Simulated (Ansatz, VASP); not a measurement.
## Two plane-wave programs on Y2B

The input POSCAR:

```
Y2B
1.0
    1.7986640000      3.1153730000      0.0000000000
   -1.7986640000      3.1153730000      0.0000000000
    0.0000000000     -2.0769150000      5.9425500000
B Y
1 2
Direct
    0.0000000000      0.0000000000      0.0000000000
    0.2579300000      0.2579300000      0.7737900000
    0.7420700000      0.7420700000      0.2262100000
```

The input INCAR.step1:

```
ALGO     = Normal         # electronic algorithm
EDIFF    = 1E-4           # SCF threshold, eV
ENCUT    = 520            # plane-wave cutoff, eV
GGA      = PE             # functional
ISMEAR   = -1             # smearing method
LASPH    = T              # aspherical terms in the spheres
LCHARG   = F              # write CHGCAR
LREAL    = F              # projectors in reciprocal space
LWAVE    = T              # write WAVECAR
NBANDS   = 20             # bands
NELM     = 80             # most SCF steps
PREC     = Accurate       # precision mode
SIGMA    = 0.1            # smearing width, eV
```

Contents of INCAR.step2:

```
ALGO     = Normal         # electronic algorithm
EDIFF    = 1E-6           # SCF threshold, eV
ENCUT    = 520            # plane-wave cutoff, eV
ISIF     = 2              # what is computed and relaxed
ISMEAR   = -1             # smearing method
ISTART   = 1            
LASPH    = T              # aspherical terms in the spheres
LCHARG   = T              # write CHGCAR
LELF     = T              # ELF
LMIXTAU  = T            
LREAL    = F              # projectors in reciprocal space
LVHAR    = T            
LWAVE    = F              # write WAVECAR
METAGGA  = R2SCAN         # meta-GGA
NBANDS   = 20             # bands
NELM     = 80             # most SCF steps
PREC     = Accurate       # precision mode
SIGMA    = 0.1            # smearing width, eV
```

Contents of KPOINTS:

```
k-points
0
Gamma
  11 11 11
```

Input for Ansatz:

```yaml
crystal:
  lattice:
    - [1.798664, 3.115373, 0.0]
    - [-1.798664, 3.115373, 0.0]
    - [0.0, -2.076915, 5.94255]
  atoms:
    - { symbol: B, position: [0.0, 0.0, 0.0] }
    - { symbol: "Y", position: [0.25793, 0.25793, 0.77379] }
    - { symbol: "Y", position: [0.74207, 0.74207, 0.22621] }
  symmetry: { tolerance: 0.0003 }
kpoints:
  mp_grid: { grid: [11, 11, 11], shift: [0, 0, 0] }
  band_path:
    path:
      - [0.0, 0.0, 0.0]
      - [0.0, 0.0, 0.5]
      - [0.31297504, -0.31297504, 0.5]
      - [0.31297504, -0.37404991, 0.18702496]
      - [0.5, 0.0, 0.0]
      - [0.0, 0.0, 0.0]
      - [0.34351248, -0.34351248, 0.0]
      - [0.31297504, -0.34351248, 0.34351248]
      - [0.0, -0.5, 0.5]
      - [0.0, 0.0, 0.0]
    npoints: 6
magnetization:
  spin_polarized: false
scf:
  occupations: { method: fermi_dirac }
  lower_state_search: "off"
  max_iter: 200
hamiltonian:
  pseudopotentials: { kind: paw }
  xc: r2scan
basis:
  ecutwfc: 500
  fft_grid_basis: typed
output:
  forces: true
  stress: true
  eigenvalues: true
  bader: true
  populations: true
  elf: true
  write_potential: true
  volumetric_format: npy
  dos:
    e_range: [-12, 8]
    de: 0.05
    projected: { site_lists: { B: [B], "Y": ["Y"] } }
checkpoint:
  read: saved_state
```

Alike in both runs: task single point; functional r2SCAN; k mesh 11 × 11 × 11; no spin polarisation.

|  | VASP | Ansatz |
| --- | --- | --- |
| version | VASP 6.6.1 | Ansatz 0.2.0 |
| potentials or method | VASP PAW PBE potentials, release 64 (B, Y_sv), cutoff 520 eV | PAW plane waves |
| occupations | fermi-dirac, width 0.1 eV | fermi-dirac |
| valence electrons in the cell | 25 | 25 |

Ansatz gave:

```
pressure (GPa)                                                : 12.5
traceless stress, the component that is largest in VASP (GPa) : 0.48
rms of the force components (eV/Å)                            : 0.540
```

Q: What did VASP give for the same quantities?

A: Pressure (GPa): 12.6; traceless stress, the component that is largest in VASP (GPa): 0.46; rms of the force components (eV/Å): 0.553.

VASP's potentials were made for PBE, not for r2SCAN. Atom by atom the forces differ by 0.013 eV/Å (rms over components). Ansatz's warnings: structure snapped to symmetry.
